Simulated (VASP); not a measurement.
# Ti (P6/mmm) in VASP: notebook, part 2 of 3

VASP 6.6.1.

## Step 3: Single point, r2SCAN

This run uses another cell than the first one, of 15.31 Å³/atom, 1.156 times its volume.

Input file POSCAR:

```
Ti
1.0
    4.3988543270      0.0000000000      0.0000000000
   -2.1994271635      3.8095195947      0.0000000000
    0.0000000000      0.0000000000      2.7414291606
Ti
3
Direct
    0.0000000000      0.0000000000      0.0000000000
    0.3333333333      0.6666666667      0.5000000000
    0.6666666667      0.3333333333      0.5000000000
```

Input file INCAR.step1:

```
SYSTEM = Ti
ALGO     = Normal         ! electronic algorithm
EDIFF    = 1E-4           ! SCF threshold, eV
ENCUT    = 520            ! plane-wave cutoff, eV
GGA      = PE             ! functional
ISMEAR   = -1             ! smearing method
LASPH    = .True.         ! aspherical terms in the spheres
LCHARG   = .False.        ! write CHGCAR
LREAL    = .False.        ! projectors in reciprocal space
LWAVE    = .True.         ! write WAVECAR
NBANDS   = 25             ! bands
NELM     = 100            ! most SCF steps
PREC     = Accurate       ! precision mode
SIGMA    = 0.1            ! smearing width, eV
```

Input file INCAR.step2:

```
SYSTEM = Ti
ALGO     = Normal         ! electronic algorithm
EDIFF    = 1E-7           ! SCF threshold, eV
ENCUT    = 520            ! plane-wave cutoff, eV
ISIF     = 2              ! what is computed and relaxed
ISMEAR   = -1             ! smearing method
ISTART   = 1            
LASPH    = .True.         ! aspherical terms in the spheres
LCHARG   = .False.        ! write CHGCAR
LMIXTAU  = .True.       
LREAL    = .False.        ! projectors in reciprocal space
LWAVE    = .False.        ! write WAVECAR
METAGGA  = R2SCAN         ! meta-GGA
NBANDS   = 25             ! bands
NELM     = 100            ! most SCF steps
PREC     = Accurate       ! precision mode
SIGMA    = 0.1            ! smearing width, eV
```

Input file KPOINTS:

```
k-points
0
Gamma
  5 5 7
  0 0 0
```

Potentials or basis: VASP PAW PBE potentials, release 64 (Ti_sv).

On the command line:

```console
> cat potpaw_PBE.64/Ti_sv/POTCAR > POTCAR
> cp INCAR.step1 INCAR
> mpirun -np 1 vasp_std > vasp.out
> cp INCAR.step2 INCAR
> mpirun -np 1 vasp_std > vasp.out
```

OUTCAR:

```text
SYSTEM = Ti
   EDIFF = 1E-7
   ENCUT = 520
   ISIF = 2
   ISMEAR = -1
   ISTART = 1
   LASPH = .True.
   LREAL = .False.
   METAGGA = R2SCAN
   NELM = 100
   PREC = Accurate

 ion  position               nearest neighbor table
   1  0.000  0.000  0.000-   2 2.89   3 2.89   2 2.89   3 2.89   2 2.89   2 2.89   3 2.89   3 2.89
                             3 2.89   3 2.89   2 2.89   2 2.89
   2  0.333  0.667  0.500-   3 2.54   3 2.54   3 2.54   1 2.89   1 2.89   1 2.89   1 2.89   1 2.89
                             1 2.89
   3  0.667  0.333  0.500-   2 2.54   2 2.54   2 2.54   1 2.89   1 2.89   1 2.89   1 2.89   1 2.89
                             1 2.89

  LATTYP: Found a hexagonal cell.
 ALAT       =     4.3988543270
 C/A-ratio  =     0.6232143546

  Lattice vectors:

 A1 = (   4.3988543270,   0.0000000000,   0.0000000000)
 A2 = (  -2.1994271635,   3.8095195947,   0.0000000000)
 A3 = (   0.0000000000,   0.0000000000,   2.7414291606)

Analysis of symmetry for initial positions (statically):
=====================================================================
 Subroutine PRICEL returns:
 Original cell was already a primitive cell.

 Routine SETGRP: Setting up the symmetry group for a
 hexagonal supercell.

 Subroutine GETGRP returns: Found 24 space group operations
 (whereof 24 operations were pure point group operations)
 out of a pool of 24 trial point group operations.

The static configuration has the point symmetry D_6h.

Analysis of symmetry for dynamics (positions and initial velocities):
=====================================================================
 Subroutine PRICEL returns:
 Original cell was already a primitive cell.

 Routine SETGRP: Setting up the symmetry group for a
 hexagonal supercell.

 Subroutine GETGRP returns: Found 24 space group operations
 (whereof 24 operations were pure point group operations)
 out of a pool of 24 trial point group operations.

The dynamic configuration has the point symmetry D_6h.

 Subroutine INISYM returns: Found 24 space group operations
 (whereof 24 operations are pure point group operations),
 and found     1 'primitive' translations

----------------------------------------------------------------------------------------

                                     Primitive cell

  volume of cell :      45.9396

  direct lattice vectors                    reciprocal lattice vectors
     4.398854327  0.000000000  0.000000000     0.227331920  0.131250145  0.000000000
    -2.199427163  3.809519595  0.000000000     0.000000000  0.262500290  0.000000000
     0.000000000  0.000000000  2.741429161     0.000000000  0.000000000  0.364773241

  length of vectors
     4.398854327  4.398854327  2.741429161     0.262500290  0.262500290  0.364773241

  position of ions in fractional coordinates (direct lattice)
     0.000000000  0.000000000  0.000000000
     0.333333333  0.666666667  0.500000000
     0.666666667  0.333333333  0.500000000

  ion indices of the primitive-cell ions
   primitive index   ion index
                 1           1
                 2           2
                 3           3

----------------------------------------------------------------------------------------

 KPOINTS: k-points

Automatic generation of k-mesh.
 Grid dimensions read from file:
 generate k-points for:    5    5    7

 Generating k-lattice:

  Cartesian coordinates                     Fractional coordinates (reciprocal lattice)
     0.045466384  0.026250029  0.000000000     0.200000000  0.000000000  0.000000000
     0.000000000  0.052500058  0.000000000     0.000000000  0.200000000  0.000000000
     0.000000000  0.000000000  0.052110463     0.000000000  0.000000000  0.142857143

  Length of vectors
     0.052500058  0.052500058  0.052110463

  Shift w.r.t. Gamma in fractional coordinates (k-lattice)
     0.000000000  0.000000000  0.000000000

 Subroutine IBZKPT returns following result:
 ===========================================

 Found     20 irreducible k-points:

 Following reciprocal coordinates:
            Coordinates               Weight
  0.000000  0.000000  0.000000      1.000000
  0.200000  0.000000  0.000000      6.000000
  0.400000  0.000000  0.000000      6.000000
  0.200000  0.200000  0.000000      6.000000
  0.400000  0.200000  0.000000      6.000000
  0.000000  0.000000  0.142857      2.000000
[... 12 lines left out ...]
  0.200000  0.200000  0.428571     12.000000
  0.400000  0.200000  0.428571     12.000000
   k-points           NKPTS =     20   k-points in BZ     NKDIM =     20   number of bands    NBANDS=     25
   number of dos      NEDOS =    301   number of ions     NIONS =      3
   total plane-waves  NPLWV =  25920
   dimension x,y,z NGX =    36 NGY =   36 NGZ =   20
   dimension x,y,z NGXF=    72 NGYF=   72 NGZF=   40
   ions per type =               3
   NGX,Y,Z   is equivalent  to a cutoff of  13.61, 13.61, 12.13 a.u.
   NGXF,Y,Z  is equivalent  to a cutoff of  27.21, 27.21, 24.26 a.u.
 SYSTEM =  Ti
   PREC   = accura    normal or accurate (medium, high low for compatibility)
   ISTART =      1    job   : 0-new  1-cont  2-samecut
   ICHARG =      0    charge: 1-file 2-atom 10-const
   ISPIN  =      1    spin polarized calculation?
   LNONCOLLINEAR =      F non collinear calculations
   LSORBIT =      F    spin-orbit coupling
   LASPH  =      T    aspherical Exc in radial PAW
   ENCUT  =  520.0 eV  38.22 Ry    6.18 a.u.   8.18  8.18  5.10*2*pi/ulx,y,z
   NELM   =    100;   NELMIN=  2; NELMDL=  0     # of ELM steps
   EDIFF  = 0.1E-06   stopping-criterion for ELM
   LREAL  =      F    real-space projection
   EDIFFG = 0.1E-05   stopping-criterion for IOM
   NSW    =      0    number of steps for IOM
   IBRION =     -1    ionic relax: 0-MD 1-quasi-New 2-CG
   NFREE  =      0    steps in history (QN), initial steepest desc. (CG)
   ISIF   =      2    stress and relaxation
   ISYM   =      2    0-nonsym 1-usesym 2-fastsym
   POTIM  = 0.5000    time-step for ionic-motion
   TEBEG  =    0.0;   TEEND  =   0.0 temperature during run
   PSTRESS=    0.0 pullay stress
   NELECT =      36.0000    total number of electrons
   NUPDOWN=      -1.0000    fix difference up-down
   EMIN   =  10.00;   EMAX   =-10.00  energy-range for DOS
   EFERMI =   0.00;   METHOD = LEGACY
   ISMEAR =    -1;   SIGMA  =   0.10  broadening in eV -4-tet -1-fermi 0-gaus
   EFERMI_NEDOS =   21; number of points for ismear=-14 and -15
   IALGO  =     38    algorithm
   IMIX   =      4    mixing-type and parameters
     AMIX     =   0.40;   BMIX     =  1.00
     AMIX_MAG =   1.60;   BMIX_MAG =  1.00
  volume/ion in A,a.u.               =      15.31       103.34
  Fermi-wavevector in a.u.,A,eV,Ry     =   1.509316  2.852193 30.994528  2.278034
  Thomas-Fermi vector in A             =   2.619654
   LORBIT       =      0    0 simple, 1 ext, 2 COOP (PROOUT), +10 PAW based schemes
   METAGGA = R2SCAN    functional components
   LHFCALC =     F    Hartree Fock is set to
   AEXX    =    0.0000 exact exchange contribution
   IVDW    =     0    specifies the selected vdW correction
   LEPSILON=     F    determine dielectric tensor
   LRPA    =     F    only Hartree local field effects (RPA)
 non-spin polarized calculation
  energy-cutoff  :      520.00
  volume of cell :       45.94
 maximum number of plane-waves:      1252
 NGX is ok and might be reduce to    36
   NGX = 17   NGY = 17   NGZ = 11

 number of electron      36.0000000 magnetization

 Free energy of the ion-electron system (eV)
  ---------------------------------------------------
  ext. energy  EPLUGINS =         0.00000000
  ---------------------------------------------------
  free energy    TOTEN  =       -38.69141041 eV

  energy without entropy =      -38.60519391  energy(sigma->0) =      -38.64830216

 E-fermi :   9.6681     XC(G=0): -13.0639

 val. band max:        9.6023774878   @ k =   0.4000   0.0000   0.1429
 cond. band min:       9.6835858135   @ k =   0.4000   0.0000   0.0000
 fundamental gap:      0.0812083257
 Fermi energy:         9.6680633858

 k-point     1 :       0.0000    0.0000    0.0000
  band No.  band energies     occupation
      1     -49.3326      2.00000
      2     -49.0856      2.00000
      3     -48.8583      2.00000
      4     -24.6725      2.00000
      5     -24.6725      2.00000
      6     -24.6426      2.00000
[... 549 lines left out ...]
     24      12.5912      0.00000
     25      13.6614      0.00000

------------------------ aborting loop because EDIFF is reached ----------------------------------------

  FORCE on cell =-STRESS in cart. coord.  units (eV):
  Direction    XX          YY          ZZ          XY          YZ          ZX
  --------------------------------------------------------------------------------------
  -------------------------------------------------------------------------------------
  Total        4.4704667      4.4704667      4.4397531      0.0000000      0.0000000     -0.0000000
  in kB      155.9109522    155.9109522    154.8397929      0.0000000      0.0000000     -0.0000000
  external PRESSURE =     155.5538991 kB  Pullay stress =       0.0000000 kB

 VOLUME and BASIS-vectors are now :
 -----------------------------------------------------------------------------
  energy-cutoff  :      520.00
  volume of cell :       45.94
      direct lattice vectors                 reciprocal lattice vectors
     4.398854327  0.000000000  0.000000000     0.227331920  0.131250145  0.000000000
    -2.199427163  3.809519595  0.000000000     0.000000000  0.262500290  0.000000000
     0.000000000  0.000000000  2.741429161     0.000000000  0.000000000  0.364773241

 POSITION                                       TOTAL-FORCE (eV/Angst)
 -----------------------------------------------------------------------------------
      0.00000      0.00000      0.00000         0.000000     -0.000000      0.000000
     -0.00000      2.53968      1.37071        -0.000000      0.000000     -0.000000
      2.19943      1.26984      1.37071         0.000000     -0.000000      0.000000
 -----------------------------------------------------------------------------------
    total drift:                                0.000000      0.000000     -0.000000

  FREE ENERGIE OF THE ION-ELECTRON SYSTEM (eV)
  ---------------------------------------------------
  free  energy   TOTEN  =       -38.6914104091 eV

  energy  without entropy=      -38.6051939083  energy(sigma->0) =      -38.64830216
```

Run time: 50 s. Hardware: 1 thread of Intel Xeon 6975P-C (Granite Rapids), shared host; peak memory 0.17 GiB.

What came out:

```yaml
Free_energy: -38.6914 eV
Pressure: 15.6 GPa
Band_gap_on_the_k_mesh: zero (band 18 reaches 9.74 eV, above the bottom of band 19 at 9.60 eV)
```

Caveat: the PAW data sets were made with another functional, which shifts forces and pressure a little.

## Step 4: Single point, r2SCAN

This run uses another cell than the first one, of 17.04 Å³/atom, 1.287 times its volume.

Input file POSCAR:

```
Ti
1.0
    4.5685663962      0.0000000000      0.0000000000
   -2.2842831981      3.9564945580      0.0000000000
    0.0000000000      0.0000000000      2.8282157034
Ti
3
Direct
    0.0000000000      0.0000000000      0.0000000000
    0.3333333333      0.6666666667      0.5000000000
    0.6666666667      0.3333333333      0.5000000000
```

Input file INCAR.step1:

```
SYSTEM = Ti
ALGO = Normal
EDIFF = 1E-4
ENCUT = 520
GGA = PE
ISMEAR = -1
LASPH = .TRUE.
LCHARG = .FALSE.
LREAL = .FALSE.
LWAVE = .TRUE.
NBANDS = 25
NELM = 60
PREC = Accurate
SIGMA = 0.1
```

Input file INCAR.step2:

```
SYSTEM = Ti
ALGO = Normal
EDIFF = 1E-6
ENCUT = 520
ISIF = 2
ISMEAR = -1
ISTART = 1
LASPH = .TRUE.
LCHARG = .FALSE.
LMIXTAU = .TRUE.
LREAL = .FALSE.
LWAVE = .FALSE.
METAGGA = R2SCAN
NBANDS = 25
NELM = 60
PREC = Accurate
SIGMA = 0.1
```

Input file KPOINTS:

```
k-points
0
G
  5 5 7
  0 0 0
```

Potentials or basis: VASP PAW PBE potentials, release 64 (Ti_sv).

On the command line:

```console
> cat potpaw_PBE.64/Ti_sv/POTCAR > POTCAR
> cp INCAR.step1 INCAR
> mpirun -np 1 vasp_std > vasp.out
> cp INCAR.step2 INCAR
> mpirun -np 1 vasp_std > vasp.out
```

OUTCAR:

```text
SYSTEM = Ti
   EDIFF = 1E-6
   ENCUT = 520
   ISIF = 2
   ISMEAR = -1
   ISTART = 1
   LASPH = .TRUE.
   LREAL = .FALSE.
   METAGGA = R2SCAN
   NELM = 60
   PREC = Accurate

 ion  position               nearest neighbor table
   1  0.000  0.000  0.000-
   2  0.333  0.667  0.500-   3 2.64   3 2.64   3 2.64
   3  0.667  0.333  0.500-   2 2.64   2 2.64   2 2.64

  LATTYP: Found a hexagonal cell.
 ALAT       =     4.5685663962
 C/A-ratio  =     0.6190597790

  Lattice vectors:

[... 743 lines left out ...]

  FORCE on cell =-STRESS in cart. coord.  units (eV):
  Direction    XX          YY          ZZ          XY          YZ          ZX
  --------------------------------------------------------------------------------------
  -------------------------------------------------------------------------------------
  Total        0.1421875      0.1421875      0.1265712      0.0000000      0.0000000      0.0000000
  in kB        4.4562435      4.4562435      3.9668203      0.0000000      0.0000000      0.0000000
  external PRESSURE =       4.2931024 kB  Pullay stress =       0.0000000 kB

 VOLUME and BASIS-vectors are now :
 -----------------------------------------------------------------------------
  energy-cutoff  :      520.00
  volume of cell :       51.12
      direct lattice vectors                 reciprocal lattice vectors
     4.568566396  0.000000000  0.000000000     0.218887045  0.126374495  0.000000000
    -2.284283198  3.956494558  0.000000000     0.000000000  0.252748989  0.000000000
     0.000000000  0.000000000  2.828215703     0.000000000  0.000000000  0.353579820

 POSITION                                       TOTAL-FORCE (eV/Angst)
 -----------------------------------------------------------------------------------
      0.00000      0.00000      0.00000         0.000000      0.000000      0.000000
     -0.00000      2.63766      1.41411        -0.000000      0.000000      0.000000
      2.28428      1.31883      1.41411         0.000000     -0.000000      0.000000
 -----------------------------------------------------------------------------------
    total drift:                                0.000000      0.000000     -0.000000

  FREE ENERGIE OF THE ION-ELECTRON SYSTEM (eV)
  ---------------------------------------------------
  free  energy   TOTEN  =       -38.9355844304 eV

  energy  without entropy=      -38.8434512240  energy(sigma->0) =      -38.88951783
```

OUTCAR.step1:

```text
SYSTEM = Ti
   EDIFF = 1E-4
   ENCUT = 520
   GGA = PE
   ISMEAR = -1
   LASPH = .TRUE.
   LREAL = .FALSE.
   NELM = 60
[... 776 lines left out ...]
      0.00000      0.00000      0.00000         0.000000      0.000000     -0.000000
     -0.00000      2.63766      1.41411        -0.000000      0.000000      0.000000
      2.28428      1.31883      1.41411         0.000000      0.000000     -0.000000
 -----------------------------------------------------------------------------------
    total drift:                                0.000000      0.000000     -0.000000

  FREE ENERGIE OF THE ION-ELECTRON SYSTEM (eV)
  ---------------------------------------------------
  free  energy   TOTEN  =       -23.5646308367 eV

  energy  without entropy=      -23.4531846996  energy(sigma->0) =      -23.50890777
```

OSZICAR.step1:

```text
N       E                     dE             d eps       ncg     rms          rms(c)
DAV:   1     0.438029533713E+03    0.43803E+03   -0.18604E+04  1000   0.180E+03
DAV:   2     0.230572723866E+02   -0.41497E+03   -0.40829E+03  1002   0.520E+02
DAV:   3    -0.231181598510E+02   -0.46175E+02   -0.45043E+02  1864   0.149E+02
DAV:   4    -0.265273325427E+02   -0.34092E+01   -0.33904E+01  1396   0.380E+01
DAV:   5    -0.266998918899E+02   -0.17256E+00   -0.17245E+00  1566   0.711E+00    0.149E+01
DAV:   6    -0.235506057910E+02    0.31493E+01   -0.11392E+01  1276   0.321E+01    0.375E+00
DAV:   7    -0.235328342857E+02    0.17772E-01   -0.12432E+00  1531   0.744E+00    0.242E+00
DAV:   8    -0.235810084663E+02   -0.48174E-01   -0.37045E-01  1461   0.618E+00    0.114E+00
DAV:   9    -0.235782511208E+02    0.27573E-02   -0.19307E-01  1417   0.414E+00    0.932E-01
DAV:  10    -0.235641620898E+02    0.14089E-01   -0.77927E-02  1418   0.307E+00    0.119E-01
DAV:  11    -0.235645587670E+02   -0.39668E-03   -0.51431E-03  1392   0.673E-01    0.132E-01
DAV:  12    -0.235646308367E+02   -0.72070E-04   -0.45888E-04  1285   0.193E-01
   1 F= -.23564631E+02 E0= -.23508908E+02  d E =-.111446E+00
```

It took 48 s on 1 thread of Intel Xeon 6975P-C (Granite Rapids), shared host; peak memory 0.18 GiB.

What came out:

| Property | Result |
| --- | --- |
| Free energy | -38.9356 eV |
| Pressure | 0.4 GPa |
| Band gap on the k mesh | zero (band 18 reaches 8.48 eV, above the bottom of band 19 at 8.44 eV) |

Levels at points of the mesh, in eV from the Fermi level:
```tsv
k point	band 14	band 15	band 16	band 17	band 18	band 19	band 20	band 21	band 22	band 23
(0.00, 0.00, 0.00)	-1.99	-0.75	-0.75	-0.72	-0.72	0.07	0.87	1.48	1.48	2.00
```

Caveat: the PAW data sets were made with another functional, which shifts forces and pressure a little.

(Continued in part 3 of 3.)
